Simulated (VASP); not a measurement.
# MgCoC4N4 (P-43m) in VASP: single point with PBE

Aim: the single point of MgCoC4N4 with PBE.

Everything below comes from runs of VASP 6.6.1. Logs are shortened: lines on timing, memory, paths and dates and some standing lists are left out, and cuts for length are marked.

## Step 1: The cell of the first run

It takes space group P-43m (No. 215, cubic). Conventional cell: a = 5.961 Å, b = 5.961 Å, c = 5.961 Å, α = 90.00°, β = 90.00°, γ = 90.00°. Mg (site symmetry -43m) has 4 N at 2.08 Å within 2.7 Å. Within 2.5 Å of Co (site symmetry -43m) lie 4 C at 1.92 Å. C (site symmetry 3m) has 1 N at 1.17 Å within 1.6 Å. Within 1.6 Å of N (site symmetry 3m) lie 1 C at 1.17 Å.

## Step 2: Single point, PBE, collinear spin, ferromagnetic start

INCAR

```
  PREC = Accurate
  ENCUT = 520
  EDIFF = 1E-6
  ISMEAR = 0
  SIGMA = 0.1
  LREAL = False
  LASPH = True
  NELM = 150
  ALGO = Normal
  ISIF = 2
  LWAVE = False
  LCHARG = False
  ISPIN = 2
  MAGMOM = 0 3 0 0 0 0 0 0 0 0
  LORBIT = 11
  LMAXMIX = 4
  GGA = PE
  NBANDS = 38
```

KPOINTS

```
Automatic mesh
0
Gamma
  4 4 4
```

POSCAR

```
MgCoC4N4
1.0
    5.9605641800      0.0000000000      0.0000000000
    0.0000000000      5.9605641800      0.0000000000
    0.0000000000      0.0000000000      5.9605641800
Mg Co C N
1 1 4 4
Direct
    0.5000000000      0.5000000000      0.5000000000
    0.0000000000      0.0000000000      0.0000000000
    0.1856838400      0.1856838400      0.1856838400
    0.1856838400      0.8143161600      0.8143161600
    0.8143161600      0.1856838400      0.8143161600
    0.8143161600      0.8143161600      0.1856838400
    0.2990120100      0.2990120100      0.2990120100
    0.2990120100      0.7009879900      0.7009879900
    0.7009879900      0.2990120100      0.7009879900
    0.7009879900      0.7009879900      0.2990120100
```

Potentials or basis: VASP PAW PBE potentials, release 64 (Mg, Co, C, N).

On the command line:

```bash
$ cat potpaw_PBE.64/Mg/POTCAR potpaw_PBE.64/Co/POTCAR potpaw_PBE.64/C/POTCAR potpaw_PBE.64/N/POTCAR > POTCAR
$ mpirun -np 1 vasp_std > vasp.out
```

OUTCAR:

```text
PREC = Accurate
   ENCUT = 520
   EDIFF = 1E-6
   ISMEAR = 0
   LREAL = False
   LASPH = True
   NELM = 150
   ISIF = 2
   ISPIN = 2
   LORBIT = 11
   GGA = PE

 ion  position               nearest neighbor table
   1  0.500  0.500  0.500-   7 2.08   8 2.08   9 2.08  10 2.08
   2  0.000  0.000  0.000-   3 1.92   4 1.92   5 1.92   6 1.92
   3  0.186  0.186  0.186-   7 1.17   2 1.92
   4  0.186  0.814  0.814-   8 1.17   2 1.92
   5  0.814  0.186  0.814-   9 1.17   2 1.92
   6  0.814  0.814  0.186-  10 1.17   2 1.92
   7  0.299  0.299  0.299-   3 1.17   1 2.08
   8  0.299  0.701  0.701-   4 1.17   1 2.08
   9  0.701  0.299  0.701-   5 1.17   1 2.08
  10  0.701  0.701  0.299-   6 1.17   1 2.08

  LATTYP: Found a simple cubic cell.
 ALAT       =     5.9605641800

  Lattice vectors:

 A1 = (   5.9605641800,   0.0000000000,   0.0000000000)
 A2 = (   0.0000000000,   5.9605641800,   0.0000000000)
 A3 = (   0.0000000000,   0.0000000000,   5.9605641800)

Analysis of symmetry for initial positions (statically):
=====================================================================
 Subroutine PRICEL returns:
 Original cell was already a primitive cell.

 Routine SETGRP: Setting up the symmetry group for a
 simple cubic supercell.

 Subroutine GETGRP returns: Found 24 space group operations
 (whereof 24 operations were pure point group operations)
 out of a pool of 48 trial point group operations.

The static configuration has the point symmetry T_d .

Analysis of symmetry for dynamics (positions and initial velocities):
=====================================================================
 Subroutine PRICEL returns:
 Original cell was already a primitive cell.

 Routine SETGRP: Setting up the symmetry group for a
 simple cubic supercell.

 Subroutine GETGRP returns: Found 24 space group operations
 (whereof 24 operations were pure point group operations)
 out of a pool of 48 trial point group operations.

The dynamic configuration has the point symmetry T_d .

Analysis of structural, dynamic, and magnetic symmetry:
=====================================================================
 Subroutine PRICEL returns:
 Original cell was already a primitive cell.

 Routine SETGRP: Setting up the symmetry group for a
 simple cubic supercell.

 Subroutine GETGRP returns: Found 24 space group operations
 (whereof 24 operations were pure point group operations)
 out of a pool of 48 trial point group operations.

The overall configuration has the point symmetry T_d .

 Subroutine INISYM returns: Found 24 space group operations
 (whereof 24 operations are pure point group operations),
 and found     1 'primitive' translations

----------------------------------------------------------------------------------------

                                     Primitive cell

  volume of cell :     211.7689

  direct lattice vectors                    reciprocal lattice vectors
     5.960564180  0.000000000  0.000000000     0.167769354  0.000000000  0.000000000
     0.000000000  5.960564180  0.000000000     0.000000000  0.167769354  0.000000000
     0.000000000  0.000000000  5.960564180     0.000000000  0.000000000  0.167769354

  length of vectors
     5.960564180  5.960564180  5.960564180     0.167769354  0.167769354  0.167769354

  position of ions in fractional coordinates (direct lattice)
     0.500000000  0.500000000  0.500000000
     0.000000000  0.000000000  0.000000000
     0.185683840  0.185683840  0.185683840
     0.185683840  0.814316160  0.814316160
     0.814316160  0.185683840  0.814316160
     0.814316160  0.814316160  0.185683840
     0.299012010  0.299012010  0.299012010
     0.299012010  0.700987990  0.700987990
     0.700987990  0.299012010  0.700987990
     0.700987990  0.700987990  0.299012010

[... 53 lines left out ...]
   total plane-waves  NPLWV = 110592
   dimension x,y,z NGX =    48 NGY =   48 NGZ =   48
   dimension x,y,z NGXF=    96 NGYF=   96 NGZF=   96
   ions per type =               1   1   4   4
   NGX,Y,Z   is equivalent  to a cutoff of  13.39, 13.39, 13.39 a.u.
   NGXF,Y,Z  is equivalent  to a cutoff of  26.78, 26.78, 26.78 a.u.
 SYSTEM =  unknown system
   PREC   = accura    normal or accurate (medium, high low for compatibility)
   ISTART =      0    job   : 0-new  1-cont  2-samecut
   ICHARG =      2    charge: 1-file 2-atom 10-const
   ISPIN  =      2    spin polarized calculation?
   LNONCOLLINEAR =      F non collinear calculations
   LSORBIT =      F    spin-orbit coupling
   LASPH  =      T    aspherical Exc in radial PAW
   ENCUT  =  520.0 eV  38.22 Ry    6.18 a.u.  11.08 11.08 11.08*2*pi/ulx,y,z
   NELM   =    150;   NELMIN=  2; NELMDL= -5     # of ELM steps
   EDIFF  = 0.1E-05   stopping-criterion for ELM
   LREAL  =      F    real-space projection
   EDIFFG = 0.1E-04   stopping-criterion for IOM
   NSW    =      0    number of steps for IOM
   IBRION =     -1    ionic relax: 0-MD 1-quasi-New 2-CG
   NFREE  =      0    steps in history (QN), initial steepest desc. (CG)
   ISIF   =      2    stress and relaxation
   ISYM   =      2    0-nonsym 1-usesym 2-fastsym
   POTIM  = 0.5000    time-step for ionic-motion
   TEBEG  =    0.0;   TEEND  =   0.0 temperature during run
   PSTRESS=    0.0 pullay stress
   NELECT =      47.0000    total number of electrons
   NUPDOWN=      -1.0000    fix difference up-down
   EMIN   =  10.00;   EMAX   =-10.00  energy-range for DOS
   EFERMI =   0.00;   METHOD = LEGACY
   ISMEAR =     0;   SIGMA  =   0.10  broadening in eV -4-tet -1-fermi 0-gaus
   EFERMI_NEDOS =   21; number of points for ismear=-14 and -15
   IALGO  =     38    algorithm
   IMIX   =      4    mixing-type and parameters
     AMIX     =   0.40;   BMIX     =  1.00
     AMIX_MAG =   1.60;   BMIX_MAG =  1.00
  volume/ion in A,a.u.               =      21.18       142.91
  Fermi-wavevector in a.u.,A,eV,Ry     =   0.991182  1.873062 13.366932  0.982442
  Thomas-Fermi vector in A             =   2.122905
   LORBIT       =     11    0 simple, 1 ext, 2 COOP (PROOUT), +10 PAW based schemes
   GGA     = PE    functional components
   LHFCALC =     F    Hartree Fock is set to
   AEXX    =    0.0000 exact exchange contribution
   IVDW    =     0    specifies the selected vdW correction
   LEPSILON=     F    determine dielectric tensor
   LRPA    =     F    only Hartree local field effects (RPA)
 spin polarized calculation
 Gauss-broadening in eV      SIGMA  =   0.10
  energy-cutoff  :      520.00
  volume of cell :      211.77
 maximum number of plane-waves:      5832
 NGX is ok and might be reduce to    48
   NGX = 23   NGY = 23   NGZ = 23

 number of electron      46.9999987 magnetization       2.9999203

 Free energy of the ion-electron system (eV)
  ---------------------------------------------------
  ext. energy  EPLUGINS =         0.00000000
  ---------------------------------------------------
  free energy    TOTEN  =       -77.64017329 eV

  energy without entropy =      -77.64017329  energy(sigma->0) =      -77.64017329

 E-fermi :  -1.7930     XC(G=0):  -6.8247

 val. band max:       -2.2964991283   @ k =   0.5000   0.5000   0.0000
 cond. band min:      -0.7983268168   @ k =   0.0000   0.0000   0.0000
 fundamental gap:      1.4981723116
 Fermi energy:        -1.7930185028

 spin component 1

 k-point     1 :       0.0000    0.0000    0.0000
  band No.  band energies     occupation
      1     -18.7714      1.00000
      2     -18.6691      1.00000
      3     -18.6691      1.00000
      4     -18.6691      1.00000
      5      -9.1249      1.00000
      6      -7.9448      1.00000
[... 369 lines left out ...]
     34       5.8483      0.00000
     35       5.8483      0.00000
 Fermi energy:        -1.7930185028

 spin component 2

 k-point     1 :       0.0000    0.0000    0.0000
  band No.  band energies     occupation
      1     -18.6720      1.00000
      2     -18.5700      1.00000
      3     -18.5700      1.00000
      4     -18.5700      1.00000
      5      -8.9079      1.00000
      6      -7.6566      1.00000
[... 369 lines left out ...]
     34       5.9573      0.00000
     35       5.9573      0.00000
 [bands above 35 left out]

------------------------ aborting loop because EDIFF is reached ----------------------------------------

  FORCE on cell =-STRESS in cart. coord.  units (eV):
  Direction    XX          YY          ZZ          XY          YZ          ZX
  --------------------------------------------------------------------------------------
  -------------------------------------------------------------------------------------
  Total       -0.0532827     -0.0532827     -0.0532827     -0.0000000     -0.0000000      0.0000000
  in kB       -0.4031205     -0.4031205     -0.4031205     -0.0000000     -0.0000000      0.0000000
  external PRESSURE =      -0.4031205 kB  Pullay stress =       0.0000000 kB

 VOLUME and BASIS-vectors are now :
 -----------------------------------------------------------------------------
  energy-cutoff  :      520.00
  volume of cell :      211.77
      direct lattice vectors                 reciprocal lattice vectors
     5.960564180  0.000000000  0.000000000     0.167769354  0.000000000  0.000000000
     0.000000000  5.960564180  0.000000000     0.000000000  0.167769354  0.000000000
     0.000000000  0.000000000  5.960564180     0.000000000  0.000000000  0.167769354

 POSITION                                       TOTAL-FORCE (eV/Angst)
 -----------------------------------------------------------------------------------
      2.98028      2.98028      2.98028         0.000000      0.000000      0.000000
      0.00000      0.00000      0.00000         0.000000      0.000000      0.000000
      1.10678      1.10678      1.10678        -0.033752     -0.033752     -0.033752
      1.10678      4.85378      4.85378        -0.033752      0.033752      0.033752
      4.85378      1.10678      4.85378         0.033752     -0.033752      0.033752
      4.85378      4.85378      1.10678         0.033752      0.033752     -0.033752
      1.78228      1.78228      1.78228         0.275767      0.275767      0.275767
      1.78228      4.17828      4.17828         0.275767     -0.275767     -0.275767
      4.17828      1.78228      4.17828        -0.275767      0.275767     -0.275767
      4.17828      4.17828      1.78228        -0.275767     -0.275767      0.275767
 -----------------------------------------------------------------------------------
    total drift:                                0.000000      0.000000      0.000000

  FREE ENERGIE OF THE ION-ELECTRON SYSTEM (eV)
  ---------------------------------------------------
  free  energy   TOTEN  =       -77.6401732899 eV

  energy  without entropy=      -77.6401732899  energy(sigma->0) =      -77.64017329

 total charge

# of ion       s       p       d       tot
------------------------------------------
    1        0.137   0.150   0.052   0.339
    2        0.492   0.686   7.138   8.316
    3        0.963   1.627   0.000   2.590
    4        0.963   1.627   0.000   2.590
    5        0.963   1.627   0.000   2.590
    6        0.963   1.627   0.000   2.590
    7        1.305   2.595   0.000   3.900
    8        1.305   2.595   0.000   3.900
    9        1.305   2.595   0.000   3.900
   10        1.305   2.595   0.000   3.900
--------------------------------------------------
tot          9.701  17.723   7.190  34.614

 magnetization (x)

# of ion       s       p       d       tot
------------------------------------------
    1        0.001   0.001   0.001   0.002
    2        0.012   0.155   2.029   2.196
    3        0.014   0.015   0.000   0.029
    4        0.014   0.015   0.000   0.029
    5        0.014   0.015   0.000   0.029
    6        0.014   0.015   0.000   0.029
    7        0.004   0.055   0.000   0.059
    8        0.004   0.055   0.000   0.059
    9        0.004   0.055   0.000   0.059
   10        0.004   0.055   0.000   0.059
--------------------------------------------------
tot          0.084   0.437   2.030   2.550
```

Run time: 1.7 min. Hardware: 1 thread of Intel Xeon 6975P-C (Granite Rapids), shared host; peak memory 0.48 GiB.

What came out:

* Free energy: -77.6402 eV
* Pressure: 0.0 GPa
* Largest force: 0.478 eV/Å
* Band gap on the k mesh: 1.50 eV (least direct gap 1.59 eV)
* Net moment: 3.00 μB per cell
* Site moments: Mg +0.00; Co +2.20; C +0.03; N +0.06 μB
* Valence electrons inside the program's atomic spheres: Mg 0.34; Co 8.32; C 2.59; N 3.90

Forces on the atoms (eV/Å):
```
Mg   0.000  0.000  0.000
Co   0.000  0.000  0.000
C   -0.034 -0.034 -0.034
C   -0.034  0.034  0.034
C    0.034 -0.034  0.034
C    0.034  0.034 -0.034
N    0.276  0.276  0.276
N    0.276 -0.276 -0.276
N   -0.276  0.276 -0.276
N   -0.276 -0.276  0.276
```

Levels at points of the mesh, in eV from the valence-band top:
Spin up:
```tsv
k point	band 23	band 24	band 25	band 26	band 27	band 28
(0.00, 0.00, 0.00)	-0.33	-0.33	-0.33	4.79	4.79	4.79
(0.50, 0.00, 0.00)	-0.29	-0.17	-0.17	4.97	4.97	5.10
(0.50, 0.50, 0.00)	-0.32	-0.14	-0.14	5.11	5.26	5.40
(0.50, 0.50, 0.50)	-0.29	-0.29	-0.29	5.27	5.27	5.27
```
Spin down:
| k point | band 18 | band 19 | band 20 | band 21 | band 22 | band 23 | band 24 | band 25 | band 26 | band 27 |
| --- | --- | --- | --- | --- | --- | --- | --- | --- | --- | --- |
| (0.00, 0.00, 0.00) | -2.21 | -2.21 | -2.21 | -0.09 | -0.09 | 1.50 | 1.50 | 1.50 | 5.32 | 5.32 |
| (0.50, 0.00, 0.00) | -2.39 | -2.25 | -2.25 | -0.10 | 0.00 | 1.58 | 1.69 | 1.69 | 5.35 | 5.35 |
| (0.50, 0.50, 0.00) | -2.27 | -2.27 | -2.21 | -0.07 | 0.00 | 1.61 | 1.72 | 1.72 | 5.49 | 5.59 |
| (0.50, 0.50, 0.50) | -2.09 | -2.09 | -2.09 | -0.06 | -0.06 | 1.61 | 1.61 | 1.61 | 5.73 | 5.73 |

Caveat: a cell with one magnetic atom can't hold antiferromagnetic order, which such compounds often take. A k mesh can miss the band edges.
